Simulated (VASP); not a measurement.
# NbAl4N3 (Im-3m) in VASP: a series of runs, part 2 of 2

VASP 6.6.1. Earlier steps stand in the parts before.

**4. Single point, PBE, collinear spin, ferrimagnetic start**

This run uses another cell than the first one, of 21.84 Å³/atom, 1.801 times its volume.

Input file INCAR:

```
SYSTEM = NbAl4N3
PREC = Accurate
ENCUT = 520
EDIFF = 1E-6
ISMEAR = 0
SIGMA = 0.1
LREAL = .False.
LASPH = .True.
NELM = 150
ALGO = Normal
ISIF = 2
LWAVE = .False.
LCHARG = .False.
ISPIN = 2
MAGMOM = 0.01 0.01 0.01 0.01 -0.2 1.42 1.42 1.42
LORBIT = 11
LMAXMIX = 4
GGA = PE
NBANDS = 34
```

Input file KPOINTS:

```
regular mesh
0
Gamma
  4 4 4
  0 0 0
```

Input file POSCAR:

```
NbAl4N3
1.0
   -3.5219190000      3.5219190000      3.5219190000
    3.5219190000     -3.5219190000      3.5219190000
    3.5219190000      3.5219190000     -3.5219190000
Al Nb N
4 1 3
Direct
    0.5000000000      0.5000000000      0.5000000000
    0.0000000000      0.0000000000      0.5000000000
    0.0000000000      0.5000000000      0.0000000000
    0.5000000000      0.0000000000      0.0000000000
    0.0000000000      0.0000000000      0.0000000000
    0.0000000000      0.5000000000      0.5000000000
    0.5000000000      0.0000000000      0.5000000000
    0.5000000000      0.5000000000      0.0000000000
```

Run with:

```
$ cat potpaw_PBE.64/Al/POTCAR potpaw_PBE.64/Nb_sv/POTCAR potpaw_PBE.64/N/POTCAR > POTCAR
$ mpirun -np 1 vasp_std > vasp.out
```

Run time: 1.7 min. Hardware: 1 thread of Intel Xeon Platinum 8488C (Sapphire Rapids), shared host; peak memory 0.42 GiB.

The run converged. Its results:

```yaml
Free_energy: -35.0712 eV
Pressure: -19.0 GPa
Net_moment: 3.65 μB per cell
Site_moments: Al +0.01; Nb -0.17; N +0.93 μB
Valence_electrons_inside_the_program's_atomic_spheres: Al 0.66; Nb 10.43; N 3.32
```

Levels at points of the mesh, in eV from the Fermi level:
Spin up:
```
           k point  band 18  band 19  band 20  band 21  band 22  band 23  band 24  band 25  band 26  band 27
(0.00, 0.00, 0.00)    -1.21    -1.21    -1.21     0.57     0.57     1.62     1.62     1.62     2.02     2.02
(0.50, 0.00, 0.00)    -0.94    -0.68    -0.60    -0.58    -0.44     0.28     0.92     1.26     2.32     2.91
(0.50, 0.50, 0.50)    -0.91    -0.91    -0.91    -0.20    -0.20    -0.01     0.20     0.20     0.20     2.50
```
Spin down:
```tsv
k point	band 15	band 16	band 17	band 18	band 19	band 20	band 21	band 22
(0.00, 0.00, 0.00)	-1.93	-1.93	-1.93	0.36	0.36	0.61	0.61	0.61
(0.50, 0.00, 0.00)	-0.81	-0.32	-0.25	-0.19	0.32	0.41	0.49	0.69
(0.50, 0.50, 0.50)	-0.56	-0.56	-0.56	-0.26	-0.26	-0.01	0.85	0.85
```

**5. Relaxation of cell and atoms, PBE, collinear spin, zero start**

This run uses another cell than the first one, of 21.84 Å³/atom, 1.801 times its volume.

Input file INCAR:

```
PREC = Accurate
ENCUT = 600
EDIFF = 1E-6
ISMEAR = 0
SIGMA = 0.1
LREAL = False
LASPH = True
NELM = 150
ALGO = Normal
ISIF = 3
LWAVE = False
LCHARG = False
ISPIN = 2
MAGMOM = 0 0 0 0 0 0 0 0
LORBIT = 11
LMAXMIX = 4
GGA = PE
IBRION = 2
NSW = 90
EDIFFG = -0.04
```

Input file KPOINTS:

```
Automatic mesh
0
Gamma
  4 4 4
```

POSCAR is that of step 4.

Run with:

```
$ cat potpaw_PBE.64/Al/POTCAR potpaw_PBE.64/Nb_sv/POTCAR potpaw_PBE.64/N/POTCAR > POTCAR
$ mpirun -np 1 vasp_std > vasp.out
```

Wall time 9 min (1 thread of Intel Xeon Platinum 8488C (Sapphire Rapids), shared host); peak memory 0.49 GiB.

It converged, with:

```
Free energy                                           : -43.5692 eV
Relaxed volume                                        : 12.17 Å³/atom
Relaxed cell                                          : a = 5.019 Å, b = 5.019 Å, c = 5.019 Å, α = 109.47°, β = 109.47°, γ = 109.47°
Space group after relaxing (to 0.05 Å)                : Im-3m (No. 229)
Energy gained by relaxing                             : 1061.8 meV/atom
Ionic steps                                           : 13
Pressure after relaxing                               : -0.5 GPa
Band gap on the k mesh                                : zero (filled and empty bands overlap)
Net moment                                            : 0.00 μB per cell
Valence electrons inside the program's atomic spheres : Al 0.74; Nb 11.21; N 3.44
```

The path:
```tsv
step	energy change (eV)	largest force (eV/Å)	pressure (GPa)	volume (Å³)
1	0.0000	0.0000	-19.07	174.74
2	-7.3169	0.0000	-16.26	116.90
3	-8.4528	0.0000	-3.97	100.29
4	-8.4928	0.0000	1.02	96.18
5	-8.4942	0.0000	-0.64	97.45
6	-8.4943	0.0000	-0.62	97.44
7	-8.4945	0.0000	-0.58	97.40
8	-8.4945	0.0000	-0.57	97.40
9	-8.4945	0.0000	-0.57	97.39
10	-8.4945	0.0000	-0.57	97.39
11	-8.4945	0.0000	-0.57	97.39
12	-8.4945	0.0000	-0.55	97.38
13	-8.4946	0.0000	-0.52	97.35
```

Final structure:
```
Al Nb N
1.0
    -2.89800    2.89800    2.89800
     2.89800   -2.89800    2.89800
     2.89800    2.89800   -2.89800
Al Nb N
4 1 3
Direct
  0.50000 0.50000 0.50000
  0.00000 0.00000 0.50000
  0.00000 0.50000 0.00000
  0.50000 0.00000 0.00000
  0.00000 0.00000 0.00000
  0.00000 0.50000 0.50000
  0.50000 0.00000 0.50000
  0.50000 0.50000 0.00000
```

Levels at points of the mesh, in eV from the Fermi level:
Spin up:
```csv
k point,band 16,band 17,band 18,band 19,band 20,band 21,band 22,band 23,band 24,band 25
"(0.00, 0.00, 0.00)",-3.96,-3.96,-0.66,-0.66,-0.66,0.12,0.12,3.83,3.83,3.83
"(0.50, 0.00, 0.00)",-2.00,-1.18,-0.81,-0.35,-0.12,0.33,0.77,0.94,2.40,2.63
"(0.50, 0.50, 0.50)",-2.23,-2.23,-0.48,-0.48,-0.48,-0.13,-0.13,2.83,2.83,2.83
```
Spin down:
```tsv
k point	band 18	band 19	band 20	band 21	band 22	band 23
(0.00, 0.00, 0.00)	-0.66	-0.66	-0.66	0.12	0.12	3.83
(0.50, 0.00, 0.00)	-0.81	-0.35	-0.12	0.33	0.77	0.94
(0.50, 0.50, 0.50)	-0.48	-0.48	-0.48	-0.13	-0.13	2.83
```

Caveat: the volume moved by over 15 % at a fixed basis, so the end points are rough.

**6. Relaxation of cell and atoms, PBE**

Input file INCAR:

```
PREC = Accurate
ENCUT = 600
EDIFF = 1E-6
ISMEAR = 0
SIGMA = 0.1
LREAL = F
LASPH = T
NELM = 80
ALGO = Normal
ISIF = 3
LWAVE = F
LCHARG = F
GGA = PE
IBRION = 2
NSW = 100
EDIFFG = -0.01
```

Input file KPOINTS:

```
regular mesh
0
Gamma
  10 10 10
```

POSCAR: that of step 5 with these lines changed.

```diff
@@ -2,5 +2,5 @@
 1.0
-   -3.5219190000      3.5219190000      3.5219190000
-    3.5219190000     -3.5219190000      3.5219190000
-    3.5219190000      3.5219190000     -3.5219190000
+   -2.8949159829      2.8949159829      2.8949159829
+    2.8949159829     -2.8949159829      2.8949159829
+    2.8949159829      2.8949159829     -2.8949159829
 Al Nb N
```

Potentials or basis: VASP PAW PBE potentials, release 64 (Al, Nb_sv, N).

Run with:

```
$ cat potpaw_PBE.64/Al/POTCAR potpaw_PBE.64/Nb_sv/POTCAR potpaw_PBE.64/N/POTCAR > POTCAR
$ mpirun -np 1 vasp_std > vasp.out
```

OUTCAR:

```text
PREC = Accurate
   ENCUT = 600
   EDIFF = 1E-6
   ISMEAR = 0
   LREAL = F
   LASPH = T
   NELM = 80
   ISIF = 3
   GGA = PE
   IBRION = 2
   NSW = 100
   EDIFFG = -0.01

 ion  position               nearest neighbor table
   1  0.500  0.500  0.500-   5 2.51   6 2.51   7 2.51   8 2.51   8 2.51   7 2.51   6 2.51   5 2.51
                             4 2.89   4 2.89   2 2.89   3 2.89   2 2.89   3 2.89
   2  0.000  0.000  0.500-   5 2.51   6 2.51   7 2.51   8 2.51   5 2.51   6 2.51   7 2.51   8 2.51
                             4 2.89   3 2.89   1 2.89   4 2.89   1 2.89   3 2.89
   3  0.000  0.500  0.000-   5 2.51   6 2.51   7 2.51   8 2.51   6 2.51   5 2.51   8 2.51   7 2.51
                             4 2.89   2 2.89   1 2.89   1 2.89   4 2.89   2 2.89
   4  0.500  0.000  0.000-   5 2.51   6 2.51   7 2.51   8 2.51   7 2.51   8 2.51   5 2.51   6 2.51
                             3 2.89   1 2.89   1 2.89   2 2.89   3 2.89   2 2.89
   5  0.000  0.000  0.000-   1 2.51   2 2.51   3 2.51   4 2.51   2 2.51   3 2.51   4 2.51   1 2.51

   6  0.000  0.500  0.500-   1 2.51   2 2.51   3 2.51   4 2.51   3 2.51   2 2.51   1 2.51   4 2.51

   7  0.500  0.000  0.500-   1 2.51   2 2.51   3 2.51   4 2.51   4 2.51   1 2.51   2 2.51   3 2.51

   8  0.500  0.500  0.000-   1 2.51   2 2.51   3 2.51   4 2.51   1 2.51   4 2.51   3 2.51   2 2.51

[... 253 lines left out ...]
 Fermi energy:         8.7781610410

 k-point     1 :       0.0000    0.0000    0.0000
  band No.  band energies     occupation
      1     -45.3045      2.00000
      2     -21.6119      2.00000
      3     -21.6119      2.00000
      4     -21.6119      2.00000
      5      -6.5687      2.00000
      6      -4.3053      2.00000
[... 661 lines left out ...]
     24      10.8936      0.00000
     25      11.4519      0.00000

 [... further k-points ...]
[... 5 lines left out ...]
  --------------------------------------------------------------------------------------
  -------------------------------------------------------------------------------------
  Total        0.0372381      0.0372381      0.0372381     -0.0000000      0.0000000     -0.0000000
  in kB        0.6160364      0.6160364      0.6160364     -0.0000000      0.0000000     -0.0000000
  external PRESSURE =       0.6160364 kB  Pullay stress =       0.0000000 kB

 VOLUME and BASIS-vectors are now :
 -----------------------------------------------------------------------------
  energy-cutoff  :      600.00
  volume of cell :       96.85
      direct lattice vectors                 reciprocal lattice vectors
    -2.892969784  2.892969784  2.892969784     0.000000000  0.172832776  0.172832776
     2.892969784 -2.892969784  2.892969784     0.172832776  0.000000000  0.172832776
     2.892969784  2.892969784 -2.892969784     0.172832776  0.172832776  0.000000000

 POSITION                                       TOTAL-FORCE (eV/Angst)
 -----------------------------------------------------------------------------------
      1.44648      1.44648      1.44648        -0.000000      0.000000     -0.000000
      1.44648      1.44648     -1.44648        -0.000000      0.000000     -0.000000
      4.33945      1.44648     -1.44648        -0.000000      0.000000      0.000000
      1.44648     -1.44648      4.33945        -0.000000      0.000000     -0.000000
      0.00000      0.00000      0.00000        -0.000000     -0.000000     -0.000000
      2.89297      0.00000      0.00000         0.000000     -0.000000      0.000000
      2.89297      0.00000      2.89297        -0.000000      0.000000     -0.000000
      2.89297      2.89297      0.00000         0.000000     -0.000000      0.000000
 -----------------------------------------------------------------------------------
    total drift:                                0.000000      0.000000      0.000000

  FREE ENERGIE OF THE ION-ELECTRON SYSTEM (eV)
  ---------------------------------------------------
  free  energy   TOTEN  =       -43.6036848406 eV

  energy  without entropy=      -43.5967179780  energy(sigma->0) =      -43.60020141

 reached required accuracy - stopping structural energy minimisation
```

OSZICAR:

```text
N       E                     dE             d eps       ncg     rms          rms(c)
DAV:   1     0.278140541310E+03    0.27814E+03   -0.20976E+04  2350   0.166E+03
DAV:   2    -0.178824106712E+02   -0.29602E+03   -0.29042E+03  3040   0.427E+02
DAV:   3    -0.443552414060E+02   -0.26473E+02   -0.25839E+02  3620   0.103E+02
[... 16 lines left out ...]
DAV:   4    -0.436036722008E+02    0.98960E-05   -0.15005E-04  4154   0.639E-02    0.227E-02
DAV:   5    -0.436036740265E+02   -0.18257E-05   -0.15795E-05  2917   0.216E-02    0.175E-02
DAV:   6    -0.436036862177E+02   -0.12191E-04   -0.20927E-05  3704   0.372E-02    0.968E-03
DAV:   7    -0.436036848474E+02    0.13703E-05   -0.91556E-06  3336   0.154E-02    0.174E-03
DAV:   8    -0.436036848406E+02    0.68226E-08   -0.25164E-07  1248   0.398E-03
   2 F= -.43603685E+02 E0= -.43600201E+02  d E =-.824306E-04
```

Wall time 2.4 min (1 thread of Intel Xeon Platinum 8488C (Sapphire Rapids), shared host); peak memory 0.33 GiB.

Results:

```
Free energy                            : -43.6037 eV
Relaxed volume                         : 12.11 Å³/atom
Relaxed cell                           : a = 5.011 Å, b = 5.011 Å, c = 5.011 Å, α = 109.47°, β = 109.47°, γ = 109.47°
Space group after relaxing (to 0.05 Å) : Im-3m (No. 229)
Energy gained by relaxing              : 0.0 meV/atom
Ionic steps                            : 2
Pressure after relaxing                : 0.1 GPa
Band gap on the k mesh                 : zero (band 20 reaches 8.89 eV, above the bottom of band 21 at 8.58 eV)
```

Final structure:
```yaml
crystal:
  lattice:
    - [-2.89297, 2.89297, 2.89297]
    - [2.89297, -2.89297, 2.89297]
    - [2.89297, 2.89297, -2.89297]
  atoms:
    - { symbol: Al, position: [0.50000, 0.50000, 0.50000] }
    - { symbol: Al, position: [0.00000, 0.00000, 0.50000] }
    - { symbol: Al, position: [0.00000, 0.50000, 0.00000] }
    - { symbol: Al, position: [0.50000, 0.00000, 0.00000] }
    - { symbol: Nb, position: [0.00000, 0.00000, 0.00000] }
    - { symbol: N, position: [0.00000, 0.50000, 0.50000] }
    - { symbol: N, position: [0.50000, 0.00000, 0.50000] }
    - { symbol: N, position: [0.50000, 0.50000, 0.00000] }
```

Levels at points of the mesh, in eV from the Fermi level:
```tsv
k point	band 17	band 18	band 19	band 20	band 21	band 22	band 23	band 24
(0.00, 0.00, 0.00)	-4.05	-0.74	-0.74	-0.74	0.03	0.03	3.78	3.78
(0.50, 0.00, 0.00)	-1.27	-0.88	-0.43	-0.20	0.27	0.71	0.88	2.34
(0.50, 0.50, 0.50)	-2.32	-0.56	-0.56	-0.56	-0.20	-0.20	2.78	2.78
```

**7. The runs side by side**

| task | spin | cell | k mesh | cutoff (eV) | gap on the mesh (eV) | pressure (GPa) | moment (μB) |
| --- | --- | --- | --- | --- | --- | --- | --- |
| single point | collinear, zero start | a = 5.014 Å, angles 109.5°, 8 atoms | 4 × 4 × 4 | 520 | none | -0.1 | 0.00 |
| single point | off | a = 5.014 Å, angles 109.5°, 8 atoms | 10 × 10 × 10 | 520 | none | -0.1 | - |
| single point | collinear, ferrimagnetic start | a = 6.100 Å, angles 109.5°, 8 atoms | 4 × 4 × 4 | 520 | none | -19.0 | 3.65 |
| relaxation of cell and atoms | collinear, zero start | relaxed from a = 6.100 Å, angles 109.5°, 8 atoms | 4 × 4 × 4 | 600 | none | -0.5 | 0.00 |
| relaxation of cell and atoms | off | relaxed from a = 5.014 Å, angles 109.5°, 8 atoms | 10 × 10 × 10 | 600 | none | 0.1 | - |

Alike in all rows: level PBE; potentials or basis VASP PAW PBE potentials, release 64 (Al, Nb_sv, N); smearing gaussian 0.1 eV.

Caveats: some runs use coarse meshes; the volume moved by over 15 % at a fixed basis, so the end points are rough (some runs).

Absolute energies hang on the potentials; compare differences alone.
